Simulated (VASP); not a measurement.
Wanted: the native input for a VASP 6.6.1 run.

```yaml
Task: single point
Functional: HSE06
Potentials_or_basis: VASP PAW PBE potentials, release 64 (Co_sv, Al)
Cutoff: 510 eV
k_mesh: 4 × 4 × 4
Occupations: fermi-dirac, width 0.1 eV
Spin: no spin polarisation
Dipole_correction: no
Grid_for_exact_exchange_PRECFOCK: Normal
Further_INCAR_settings: ALGO = Normal; EDIFF = 1e-06; NBANDS = 17
Share_of_exact_exchange: 0.25
Screening_parameter: 0.2079 1/Å
```

The system is AlCo (CsCl type).

```
Co Al
1.0
     2.80169    0.00000    0.00000
     0.00000    2.80169    0.00000
     0.00000    0.00000    2.80169
Co Al
1 1
Cartesian
  0.0000 0.0000 0.0000
  1.4008 1.4008 1.4008
```

The input as run:

POSCAR

```
AlCo
1.0
    2.8016855816      0.0000000000      0.0000000000
    0.0000000000      2.8016855816      0.0000000000
    0.0000000000      0.0000000000      2.8016855816
Co Al
1 1
Direct
    0.0000000000      0.0000000000      0.0000000000
    0.5000000000      0.5000000000      0.5000000000
```

INCAR.step1

```
PREC = Accurate ; ENCUT = 510
EDIFF = 1E-5 ; ISMEAR = -1
SIGMA = 0.1 ; LREAL = F
LASPH = T ; NELM = 120
ALGO = Normal ; ISIF = 2
LWAVE = T ; NBANDS = 17
GGA = PE ; GGA_COMPAT = F
```

INCAR.step2

```
PREC = Accurate ; ENCUT = 510
EDIFF = 1E-6 ; ISMEAR = -1
SIGMA = 0.1 ; LREAL = F
LASPH = T ; NELM = 120
ALGO = Normal ; ISIF = 2
LWAVE = F ; LCHARG = T
GGA = PE ; LHFCALC = T
HFSCREEN = 0.2079 ; PRECFOCK = Normal
LELF = T ; LVHAR = T
NBANDS = 17 ; ISTART = 1
GGA_COMPAT = F
```

KPOINTS

```
regular mesh
0
Gamma
  4 4 4
```

Potentials or basis: VASP PAW PBE potentials, release 64 (Co_sv, Al).

Launch:

```console
$ cat potpaw_PBE.64/Co_sv/POTCAR potpaw_PBE.64/Al/POTCAR > POTCAR
$ cp INCAR.step1 INCAR
$ mpirun -np 1 vasp_std > vasp.out
$ cp INCAR.step2 INCAR
$ mpirun -np 1 vasp_std > vasp.out
```

It gave:

* Pressure: 2.0 GPa
* Band gap on the k mesh: zero (bands 10 and 11 overlap by 2.54 eV)

Caveat: the k points lie up to 0.56 Å⁻¹ apart, too coarse for converged energies and pressures of a metal; the PAW data sets were made with another functional, which shifts forces and pressure a little; the run has no spin polarisation, though such a crystal can be magnetic.

Run time: 99 s on 1 thread of Intel(R) Xeon(R) 6975P-C (Granite Rapids) (shared host), peak memory 0.24 GiB.
